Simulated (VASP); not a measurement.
# Au (P6_3/mmc) in VASP: notebook, part 2 of 2

VASP 6.6.1. Earlier steps stand in the parts before.

### 3 Single point, PBE (volume scaled by 0.55)

Contents of INCAR:

```
PREC     = Accurate       # precision mode
ENCUT    = 520            # plane-wave cutoff, eV
EDIFF    = 1E-6           # SCF threshold, eV
ISMEAR   = -1             # smearing method
SIGMA    = 0.08           # smearing width, eV
LREAL    = False          # projectors in reciprocal space
LASPH    = True           # aspherical terms in the spheres
NELM     = 80             # most SCF steps
ALGO     = Normal         # electronic algorithm
ISIF     = 2              # what is computed and relaxed
LWAVE    = False          # write WAVECAR
LCHARG   = True           # write CHGCAR
GGA      = PE             # functional
LELF     = True           # ELF
LVHAR    = True         
NBANDS   = 18             # bands
```

Contents of KPOINTS:

```
regular mesh
0
Gamma
  15 15 8
```

Contents of POSCAR:

```
Au
1.0
    2.4022908994      0.0000000000      0.0000000000
   -1.2011454497      2.0804449462      0.0000000000
    0.0000000000      0.0000000000      3.9605880282
Au
2
Direct
    0.3333333333      0.6666666667      0.2500000000
    0.6666666667      0.3333333333      0.7500000000
```

Potentials or basis: VASP PAW PBE potentials, release 64 (Au).

The run is started by

```sh
> cat potpaw_PBE.64/Au/POTCAR > POTCAR
> mpirun -np 1 vasp_std > vasp.out
```

OUTCAR:

```text
PREC = Accurate
   ENCUT = 520
   EDIFF = 1E-6
   ISMEAR = -1
   LREAL = False
   LASPH = True
   NELM = 80
   ISIF = 2
   GGA = PE

 ion  position               nearest neighbor table
   1  0.333  0.667  0.250-   2 2.42   2 2.42   2 2.42   2 2.42   2 2.42   2 2.42   2 3.41   2 3.41
                             2 3.41   2 3.41   2 3.41   2 3.41
   2  0.667  0.333  0.750-   1 2.42   1 2.42   1 2.42   1 2.42   1 2.42   1 2.42   1 3.41   1 3.41
                             1 3.41   1 3.41   1 3.41   1 3.41

  LATTYP: Found a hexagonal cell.
 ALAT       =     2.4022908994
 C/A-ratio  =     1.6486712867

  Lattice vectors:

 A1 = (   2.4022908994,   0.0000000000,   0.0000000000)
 A2 = (  -1.2011454497,   2.0804449462,   0.0000000000)
 A3 = (   0.0000000000,   0.0000000000,   3.9605880282)

Analysis of symmetry for initial positions (statically):
=====================================================================
 Subroutine PRICEL returns:
 Original cell was already a primitive cell.

 Routine SETGRP: Setting up the symmetry group for a
 hexagonal supercell.

 Subroutine GETGRP returns: Found 24 space group operations
 (whereof 12 operations were pure point group operations)
 out of a pool of 24 trial point group operations.

The static configuration has the point symmetry D_3d.
 The point group associated with its full space group is D_6h.

Analysis of symmetry for dynamics (positions and initial velocities):
=====================================================================
 Subroutine PRICEL returns:
 Original cell was already a primitive cell.

 Routine SETGRP: Setting up the symmetry group for a
 hexagonal supercell.

 Subroutine GETGRP returns: Found 24 space group operations
 (whereof 12 operations were pure point group operations)
 out of a pool of 24 trial point group operations.

The dynamic configuration has the point symmetry D_3d.
 The point group associated with its full space group is D_6h.

 Subroutine INISYM returns: Found 24 space group operations
 (whereof 12 operations are pure point group operations),
 and found     1 'primitive' translations

----------------------------------------------------------------------------------------

                                     Primitive cell

  volume of cell :      19.7944

  direct lattice vectors                    reciprocal lattice vectors
     2.402290899  0.000000000  0.000000000     0.416269320  0.240333204  0.000000000
    -1.201145450  2.080444946  0.000000000     0.000000000  0.480666408  0.000000000
     0.000000000  0.000000000  3.960588028     0.000000000  0.000000000  0.252487760

  length of vectors
     2.402290899  2.402290899  3.960588028     0.480666408  0.480666408  0.252487760

  position of ions in fractional coordinates (direct lattice)
     0.333333333  0.666666667  0.250000000
     0.666666667  0.333333333  0.750000000

  ion indices of the primitive-cell ions
   primitive index   ion index
                 1           1
                 2           2

----------------------------------------------------------------------------------------

 KPOINTS: regular mesh

Automatic generation of k-mesh.
 Grid dimensions read from file:
 generate k-points for:   15   15    8

 Generating k-lattice:

  Cartesian coordinates                     Fractional coordinates (reciprocal lattice)
     0.027751288  0.016022214  0.000000000     0.066666667  0.000000000  0.000000000
     0.000000000  0.032044427  0.000000000     0.000000000  0.066666667  0.000000000
     0.000000000  0.000000000  0.031560970     0.000000000  0.000000000  0.125000000

  Length of vectors
     0.032044427  0.032044427  0.031560970

  Shift w.r.t. Gamma in fractional coordinates (k-lattice)
     0.000000000  0.000000000  0.000000000

 Subroutine IBZKPT returns following result:
 ===========================================

 Found    135 irreducible k-points:

 Following reciprocal coordinates:
            Coordinates               Weight
  0.000000  0.000000  0.000000      1.000000
  0.066667  0.000000  0.000000      6.000000
  0.133333  0.000000  0.000000      6.000000
  0.200000  0.000000  0.000000      6.000000
  0.266667  0.000000  0.000000      6.000000
  0.333333  0.000000  0.000000      6.000000
[... 16 lines left out ...]
  0.333333  0.200000  0.000000     12.000000
  0.400000  0.200000  0.000000      6.000000
 [... further k-points ...]
   k-points           NKPTS =    135   k-points in BZ     NKDIM =    135   number of bands    NBANDS=     18
   number of dos      NEDOS =    301   number of ions     NIONS =      2
   total plane-waves  NPLWV =   9720
   dimension x,y,z NGX =    18 NGY =   18 NGZ =   30
   dimension x,y,z NGXF=    36 NGYF=   36 NGZF=   60
   ions per type =               2
   NGX,Y,Z   is equivalent  to a cutoff of  12.46, 12.46, 12.59 a.u.
   NGXF,Y,Z  is equivalent  to a cutoff of  24.91, 24.91, 25.19 a.u.
 SYSTEM =  unknown system
   PREC   = accura    normal or accurate (medium, high low for compatibility)
   ISTART =      0    job   : 0-new  1-cont  2-samecut
   ICHARG =      2    charge: 1-file 2-atom 10-const
   ISPIN  =      1    spin polarized calculation?
   LNONCOLLINEAR =      F non collinear calculations
   LSORBIT =      F    spin-orbit coupling
   LASPH  =      T    aspherical Exc in radial PAW
   ENCUT  =  520.0 eV  38.22 Ry    6.18 a.u.   4.47  4.47  7.36*2*pi/ulx,y,z
   NELM   =     80;   NELMIN=  2; NELMDL= -5     # of ELM steps
   EDIFF  = 0.1E-05   stopping-criterion for ELM
   LREAL  =      F    real-space projection
   EDIFFG = 0.1E-04   stopping-criterion for IOM
   NSW    =      0    number of steps for IOM
   IBRION =     -1    ionic relax: 0-MD 1-quasi-New 2-CG
   NFREE  =      0    steps in history (QN), initial steepest desc. (CG)
   ISIF   =      2    stress and relaxation
   ISYM   =      2    0-nonsym 1-usesym 2-fastsym
   POTIM  = 0.5000    time-step for ionic-motion
   TEBEG  =    0.0;   TEEND  =   0.0 temperature during run
   PSTRESS=    0.0 pullay stress
   NELECT =      22.0000    total number of electrons
   NUPDOWN=      -1.0000    fix difference up-down
   EMIN   =  10.00;   EMAX   =-10.00  energy-range for DOS
   EFERMI =   0.00;   METHOD = LEGACY
   ISMEAR =    -1;   SIGMA  =   0.08  broadening in eV -4-tet -1-fermi 0-gaus
   EFERMI_NEDOS =   21; number of points for ismear=-14 and -15
   IALGO  =     38    algorithm
   IMIX   =      4    mixing-type and parameters
     AMIX     =   0.40;   BMIX     =  1.00
     AMIX_MAG =   1.60;   BMIX_MAG =  1.00
  volume/ion in A,a.u.               =       9.90        66.79
  Fermi-wavevector in a.u.,A,eV,Ry     =   1.695776  3.204553 39.125692  2.875657
  Thomas-Fermi vector in A             =   2.776759
   LORBIT       =      0    0 simple, 1 ext, 2 COOP (PROOUT), +10 PAW based schemes
   GGA     = PE    functional components
[... 5 lines left out ...]
 non-spin polarized calculation
  energy-cutoff  :      520.00
  volume of cell :       19.79
 maximum number of plane-waves:       555
 NGX is ok and might be reduce to    18
   NGX =  9   NGY =  9   NGZ = 15

 number of electron      21.9999999 magnetization

 Free energy of the ion-electron system (eV)
  ---------------------------------------------------
  ext. energy  EPLUGINS =         0.00000000
  ---------------------------------------------------
  free energy    TOTEN  =         5.49405324 eV

  energy without entropy =        5.50115308  energy(sigma->0) =        5.49760316

 E-fermi :  22.2763     XC(G=0): -16.1827

 val. band max:       22.2749556205   @ k =   0.2667   0.2000   0.3750
 cond. band min:      22.3234586994   @ k =   0.3333   0.0667   0.3750
 fundamental gap:      0.0485030789
 Fermi energy:        22.2763313484

 k-point     1 :       0.0000    0.0000    0.0000
  band No.  band energies     occupation
      1       4.6499      2.00000
      2       7.3756      2.00000
      3      12.4862      2.00000
      4      12.8473      2.00000
      5      12.8473      2.00000
      6      13.7451      2.00000
[... 10 lines left out ...]
     17      44.6178      0.00000
     18      44.6178      0.00000

 k-point     2 :       0.0667    0.0000    0.0000
  band No.  band energies     occupation
      1       4.8929      2.00000
      2       7.5920      2.00000
      3      12.2052      2.00000
      4      13.0572      2.00000
      5      13.0722      2.00000
      6      13.6071      2.00000
[... 10 lines left out ...]
     17      42.6520      0.00000
     18      44.8743      0.00000
[... 442 lines left out ...]
 k-point    24 :       0.4000    0.2000    0.0000
  band No.  band energies     occupation
      1       8.7077      2.00000
      2       9.2979      2.00000
      3       9.8676      2.00000
      4      12.2392      2.00000
      5      12.7288      2.00000
      6      13.0033      2.00000
[... 10 lines left out ...]
     17      36.3067      0.00000
     18      39.8550      0.00000

 [... further k-points ...]
[... 5 lines left out ...]
  --------------------------------------------------------------------------------------
  -------------------------------------------------------------------------------------
  Total       54.8106005     54.8106006     54.8730071      0.0000000      0.0000000      0.0000000
  in kB     4436.4301570   4436.4301572   4441.4814084      0.0000000      0.0000000      0.0000000
  external PRESSURE =    4438.1139076 kB  Pullay stress =       0.0000000 kB

 VOLUME and BASIS-vectors are now :
 -----------------------------------------------------------------------------
  energy-cutoff  :      520.00
  volume of cell :       19.79
      direct lattice vectors                 reciprocal lattice vectors
     2.402290899  0.000000000  0.000000000     0.416269320  0.240333204  0.000000000
    -1.201145450  2.080444946  0.000000000     0.000000000  0.480666408  0.000000000
     0.000000000  0.000000000  3.960588028     0.000000000  0.000000000  0.252487760

 POSITION                                       TOTAL-FORCE (eV/Angst)
 -----------------------------------------------------------------------------------
     -0.00000      1.38696      0.99015         0.000000     -0.000000      0.000000
      1.20115      0.69348      2.97044        -0.000000      0.000000      0.000000
 -----------------------------------------------------------------------------------
    total drift:                               -0.000000      0.000000     -0.000000

  FREE ENERGIE OF THE ION-ELECTRON SYSTEM (eV)
  ---------------------------------------------------
  free  energy   TOTEN  =         5.4940532396 eV

  energy  without entropy=        5.5011530793  energy(sigma->0) =        5.49760316
```

Run time: 27 s. Hardware: 1 thread of Intel Xeon Platinum 8259CL at 2.50GHz (Skylake/Cascade Lake), shared host; peak memory 0.16 GiB.

What came out:

* Free energy: 5.4941 eV
* Pressure: 443.8 GPa
* Band gap on the k mesh: zero (band 11 reaches 28.78 eV, above the bottom of band 12 at 17.70 eV)

Caveat: spin-orbit coupling is left out, which moves the levels of the heavy elements.
